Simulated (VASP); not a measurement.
# TaAg2F6 (Fm-3m) in VASP: notebook, part 2 of 2

VASP 6.6.1. The steps go on from the part before.

### Step 5. Single point, PBE, collinear spin (atoms taken out)

INCAR

```
SYSTEM = TaAg2F6
ALGO     = Normal         ! electronic algorithm
EDIFF    = 1E-6           ! SCF threshold, eV
ENCUT    = 520            ! plane-wave cutoff, eV
GGA      = PE             ! functional
ISIF     = 2              ! what is computed and relaxed
ISMEAR   = 0              ! smearing method
ISPIN    = 2              ! spin polarisation
LASPH    = .True.         ! aspherical terms in the spheres
LCHARG   = .False.        ! write CHGCAR
LMAXMIX  = 4              ! l up to which the mixer works
LORBIT   = 11             ! projections on sites
LREAL    = .False.        ! projectors in reciprocal space
LWAVE    = .False.        ! write WAVECAR
MAGMOM   = 1 1 1 0 0 0 0 0 0 ! initial moments
NBANDS   = 52             ! bands
NELM     = 150            ! most SCF steps
PREC     = Accurate       ! precision mode
SIGMA    = 0.1            ! smearing width, eV
```

KPOINTS

```
k-points
0
Gamma
  4 4 4
  0 0 0
```

POSCAR

```
TaAg2F6
1.0
    0.0000000000      4.3395635580      4.3395635580
    4.3395635580      0.0000000000      4.3395635580
    4.3395635580      4.3395635580      0.0000000000
Ta Ag F
1 2 6
Direct
    0.0000000000      0.0000000000      0.0000000000
    0.2500000000      0.2500000000      0.2500000000
    0.7500000000      0.7500000000      0.7500000000
    0.7778777367      0.2221222633      0.2221222633
    0.2221222633      0.7778777367      0.7778777367
    0.2221222633      0.7778777367      0.2221222633
    0.7778777367      0.2221222633      0.7778777367
    0.2221222633      0.2221222633      0.7778777367
    0.7778777367      0.7778777367      0.2221222633
```

Potentials or basis: VASP PAW PBE potentials, release 64 (Ta_pv, Ag, F).

The run is started by

```console
cat potpaw_PBE.64/Ta_pv/POTCAR potpaw_PBE.64/Ag/POTCAR potpaw_PBE.64/F/POTCAR > POTCAR
mpirun -np 1 vasp_std > vasp.out
```

OUTCAR:

```text
SYSTEM = TaAg2F6
   EDIFF = 1E-6
   ENCUT = 520
   GGA = PE
   ISIF = 2
   ISMEAR = 0
   ISPIN = 2
   LASPH = .True.
   LORBIT = 11
   LREAL = .False.
   NELM = 150
   PREC = Accurate

 ion  position               nearest neighbor table
   1  0.000  0.000  0.000-   4 1.93   5 1.93   6 1.93   7 1.93   8 1.93   9 1.93
   2  0.250  0.250  0.250-
   3  0.750  0.750  0.750-
   4  0.778  0.222  0.222-   1 1.93
   5  0.222  0.778  0.778-   1 1.93
   6  0.222  0.778  0.222-   1 1.93
   7  0.778  0.222  0.778-   1 1.93
   8  0.222  0.222  0.778-   1 1.93
   9  0.778  0.778  0.222-   1 1.93

  LATTYP: Found a face centered cubic cell.
 ALAT       =     8.6791271160

  Lattice vectors:

 A1 = (   0.0000000000,   4.3395635580,   4.3395635580)
 A2 = (   4.3395635580,   0.0000000000,   4.3395635580)
 A3 = (   4.3395635580,   4.3395635580,   0.0000000000)

Analysis of symmetry for initial positions (statically):
=====================================================================
 Subroutine PRICEL returns:
 Original cell was already a primitive cell.

 Routine SETGRP: Setting up the symmetry group for a
 face centered cubic supercell.

 Subroutine GETGRP returns: Found 48 space group operations
 (whereof 48 operations were pure point group operations)
 out of a pool of 48 trial point group operations.

The static configuration has the point symmetry O_h .

Analysis of symmetry for dynamics (positions and initial velocities):
=====================================================================
 Subroutine PRICEL returns:
 Original cell was already a primitive cell.

 Routine SETGRP: Setting up the symmetry group for a
 face centered cubic supercell.

 Subroutine GETGRP returns: Found 48 space group operations
 (whereof 48 operations were pure point group operations)
 out of a pool of 48 trial point group operations.

The dynamic configuration has the point symmetry O_h .

Analysis of structural, dynamic, and magnetic symmetry:
=====================================================================
 Subroutine PRICEL returns:
 Original cell was already a primitive cell.

 Routine SETGRP: Setting up the symmetry group for a
 face centered cubic supercell.

 Subroutine GETGRP returns: Found 48 space group operations
 (whereof 48 operations were pure point group operations)
 out of a pool of 48 trial point group operations.

The overall configuration has the point symmetry O_h .

 Subroutine INISYM returns: Found 48 space group operations
 (whereof 48 operations are pure point group operations),
 and found     1 'primitive' translations

----------------------------------------------------------------------------------------

                                     Primitive cell

  volume of cell :     163.4437

  direct lattice vectors                    reciprocal lattice vectors
     0.000000000  4.339563558  4.339563558    -0.115218960  0.115218960  0.115218960
     4.339563558  0.000000000  4.339563558     0.115218960 -0.115218960  0.115218960
[... 93 lines left out ...]
   NELECT =      75.0000    total number of electrons
   NUPDOWN=      -1.0000    fix difference up-down
   EMIN   =  10.00;   EMAX   =-10.00  energy-range for DOS
   EFERMI =   0.00;   METHOD = LEGACY
   ISMEAR =     0;   SIGMA  =   0.10  broadening in eV -4-tet -1-fermi 0-gaus
   EFERMI_NEDOS =   21; number of points for ismear=-14 and -15
   IALGO  =     38    algorithm
   IMIX   =      4    mixing-type and parameters
     AMIX     =   0.40;   BMIX     =  1.00
     AMIX_MAG =   1.60;   BMIX_MAG =  1.00
  volume/ion in A,a.u.               =      18.16       122.55
  Fermi-wavevector in a.u.,A,eV,Ry     =   1.262717  2.386188 21.693851  1.594453
  Thomas-Fermi vector in A             =   2.396110
   LORBIT       =     11    0 simple, 1 ext, 2 COOP (PROOUT), +10 PAW based schemes
   GGA     = PE    functional components
   LHFCALC =     F    Hartree Fock is set to
   AEXX    =    0.0000 exact exchange contribution
   IVDW    =     0    specifies the selected vdW correction
   LEPSILON=     F    determine dielectric tensor
   LRPA    =     F    only Hartree local field effects (RPA)
 spin polarized calculation
 Gauss-broadening in eV      SIGMA  =   0.10
  energy-cutoff  :      520.00
  volume of cell :      163.44
 maximum number of plane-waves:      4477
 NGX is ok and might be reduce to    48
   NGX = 23   NGY = 23   NGZ = 23

 number of electron      75.0000013 magnetization      -0.0027089

 number of electron      75.0000013 magnetization       0.0006254

 Free energy of the ion-electron system (eV)
  ---------------------------------------------------
  ext. energy  EPLUGINS =         0.00000000
  ---------------------------------------------------
  free energy    TOTEN  =       -47.12122232 eV

  energy without entropy =      -47.10764876  energy(sigma->0) =      -47.11443554

 E-fermi :   2.2488     XC(G=0):  -8.7536

 val. band max:        2.2343930034   @ k =   0.5000   0.0000   0.0000
 cond. band min:       2.3347678349   @ k =   0.5000   0.2500   0.0000
 fundamental gap:      0.1003748315
 Fermi energy:         2.2487718374

 spin component 1

 k-point     1 :       0.0000    0.0000    0.0000
  band No.  band energies     occupation
      1     -36.1921      1.00000
      2     -36.1921      1.00000
      3     -36.1921      1.00000
      4     -23.4102      1.00000
      5     -23.1681      1.00000
      6     -23.1681      1.00000
[... 405 lines left out ...]
     48       7.8935      0.00000
     49       9.1307      0.00000
 Fermi energy:         2.2487718374

 spin component 2

 k-point     1 :       0.0000    0.0000    0.0000
  band No.  band energies     occupation
      1     -36.1922      1.00000
      2     -36.1922      1.00000
      3     -36.1922      1.00000
      4     -23.4102      1.00000
      5     -23.1682      1.00000
      6     -23.1682      1.00000
[... 405 lines left out ...]
     48       7.8934      0.00000
     49       9.1310      0.00000
 [bands above 49 left out]

------------------------ aborting loop because EDIFF is reached ----------------------------------------

  FORCE on cell =-STRESS in cart. coord.  units (eV):
  Direction    XX          YY          ZZ          XY          YZ          ZX
  --------------------------------------------------------------------------------------
  -------------------------------------------------------------------------------------
  Total        0.6102763      0.6102763      0.6102763     -0.0000000     -0.0000000      0.0000000
  in kB        5.9823104      5.9823104      5.9823104     -0.0000000     -0.0000000      0.0000000
  external PRESSURE =       5.9823104 kB  Pullay stress =       0.0000000 kB

 VOLUME and BASIS-vectors are now :
 -----------------------------------------------------------------------------
  energy-cutoff  :      520.00
  volume of cell :      163.44
      direct lattice vectors                 reciprocal lattice vectors
     0.000000000  4.339563558  4.339563558    -0.115218960  0.115218960  0.115218960
     4.339563558  0.000000000  4.339563558     0.115218960 -0.115218960  0.115218960
     4.339563558  4.339563558  0.000000000     0.115218960  0.115218960 -0.115218960

 POSITION                                       TOTAL-FORCE (eV/Angst)
 -----------------------------------------------------------------------------------
      0.00000      0.00000      0.00000         0.000000      0.000000      0.000000
      2.16978      2.16978      2.16978        -0.000000      0.000000     -0.000000
      6.50935      6.50935      6.50935         0.000000      0.000000      0.000000
      1.92783      4.33956      4.33956         0.150494      0.000000      0.000000
      6.75130      4.33956      4.33956        -0.150494      0.000000      0.000000
      4.33956      1.92783      4.33956         0.000000      0.150494      0.000000
      4.33956      6.75130      4.33956         0.000000     -0.150494      0.000000
      4.33956      4.33956      1.92783         0.000000      0.000000      0.150494
      4.33956      4.33956      6.75130         0.000000      0.000000     -0.150494
 -----------------------------------------------------------------------------------
    total drift:                                0.000000      0.000000     -0.000000

  FREE ENERGIE OF THE ION-ELECTRON SYSTEM (eV)
  ---------------------------------------------------
  free  energy   TOTEN  =       -47.1212223245 eV

  energy  without entropy=      -47.1076487563  energy(sigma->0) =      -47.11443554

 total charge

# of ion       s       p       d       tot
------------------------------------------
    1        0.350   6.364   2.004   8.718
    2        0.209   0.025   9.389   9.622
    3        0.209   0.025   9.389   9.622
    4        1.750   4.328   0.000   6.079
    5        1.750   4.328   0.000   6.079
    6        1.750   4.328   0.000   6.079
    7        1.750   4.328   0.000   6.079
    8        1.750   4.328   0.000   6.079
    9        1.750   4.328   0.000   6.079
--------------------------------------------------
tot         11.269  32.385  20.781  64.435

 magnetization (x)

# of ion       s       p       d       tot
------------------------------------------
    1        0.000  -0.000   0.000   0.000
    2        0.000   0.000  -0.000   0.000
    3        0.000   0.000  -0.000   0.000
    4        0.000   0.000   0.000   0.000
    5        0.000   0.000   0.000   0.000
    6        0.000   0.000   0.000   0.000
    7        0.000   0.000   0.000   0.000
    8        0.000   0.000   0.000   0.000
    9        0.000   0.000   0.000   0.000
--------------------------------------------------
tot          0.000   0.000  -0.000   0.000
```

Run time: 5.4 min. Hardware: 1 thread of Oxide Virtual Turin-like, shared host; peak memory 0.42 GiB.

What came out:

- Free energy: -47.1212 eV
- Pressure: 0.6 GPa
- Largest force: 0.150 eV/Å
- Net moment: 0.00 μB per cell
- Valence electrons inside the program's atomic spheres: Ta 8.72; Ag 9.62; F 6.08

Forces in eV/Å, atoms in the order of the input:
```
Ta   0.000  0.000  0.000
Ag   0.000  0.000  0.000
Ag   0.000  0.000  0.000
F    0.150  0.000  0.000
F   -0.150  0.000  0.000
F    0.000  0.150  0.000
F    0.000 -0.150  0.000
F    0.000  0.000  0.150
F    0.000  0.000 -0.150
```

Caveat: the cell differs from its parent crystal (atoms taken out); spin-orbit coupling is left out, which moves the levels of the heavy elements.

### Step 6. Summary

| task | spin | cell | k mesh | cutoff (eV) | gap on the mesh (eV) | pressure (GPa) | moment (μB) | largest force (eV/Å) |
| --- | --- | --- | --- | --- | --- | --- | --- | --- |
| relaxation of cell and atoms | off | relaxed from a = 5.492 Å, angles 60.0°, 9 atoms, atomic positions A | 4 × 4 × 4 | 600 | none | 0.1 | - | - |
| single point | off | a = 6.184 Å, angles 60.0°, 9 atoms, atomic positions B | 8 × 8 × 8 | 520 | none | 0.4 | - | 0.16 |
| single point | collinear | a = 5.492 Å, angles 60.0°, 9 atoms, atomic positions A | 4 × 4 × 4 | 520 | none | 9.7 | 0.28 | - |
| single point | collinear | a = 6.137 Å, angles 60.0°, 9 atoms, atomic positions C | 4 × 4 × 4 | 520 | none | 0.6 | 0.00 | 0.15 |

Alike in all rows: level PBE; potentials or basis VASP PAW PBE potentials, release 64 (Ta_pv, Ag, F); smearing gaussian 0.1 eV.

Caveats: spin-orbit coupling is left out, which moves the levels of the heavy elements; an odd number of electrons without spin polarisation forces a metal (at least some runs); a magnetic or distorted state may lie lower (at least some runs); the cell stands under pressure (at least some runs).

Absolute energies hang on the potentials; compare differences alone.
